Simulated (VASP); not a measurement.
Wanted: the native input for a VASP 6.6.1 run.

```yaml
Task: single point
Functional: PBEsol
Potentials_or_basis: VASP PAW PBE potentials, release 64 (W_sv)
Cutoff: 500 eV
k_mesh: 8 × 8 × 8
Occupations: gaussian, width 0.1 eV
Spin: no spin polarisation
Dipole_correction: no
Further_INCAR_settings: ALGO = Normal; EDIFF = 1e-06; NBANDS = 13
```

The structure of W lies in POSCAR:

```
W
1.0
    0.0000000000      2.0300000000      2.0300000000
    2.0300000000      0.0000000000      2.0300000000
    2.0300000000      2.0300000000      0.0000000000
W
1
Direct
    0.0000000000      0.0000000000      0.0000000000
```

One way to write it, as run:

INCAR

```
SYSTEM = W
PREC = Accurate
ENCUT = 500
EDIFF = 1E-6
ISMEAR = 0
SIGMA = 0.1
LREAL = .False.
LASPH = .True.
NELM = 120
ALGO = Normal
ISIF = 2
LWAVE = .False.
LCHARG = .False.
GGA = PS
NBANDS = 13
GGA_COMPAT = .False.
```

KPOINTS

```
Automatic mesh
0
Gamma
  8 8 8
  0 0 0
```

Potentials or basis: VASP PAW PBE potentials, release 64 (W_sv).

Launch:

```console
$ cat potpaw_PBE.64/W_sv/POTCAR > POTCAR
$ mpirun -np 1 vasp_std > vasp.out
```

Results of the run:

```
Pressure               : -11.8 GPa
Band gap on the k mesh : zero (band 7 reaches 13.01 eV, above the bottom of band 8 at 9.51 eV)
```

Caveat: the PAW data sets were made with another functional, which shifts forces and pressure a little; spin-orbit coupling is left out, which moves the levels of the heavy elements.

Run time: 9.5 s on 1 thread of Intel Xeon 8259CL (shared host), peak memory 0.14 GiB.
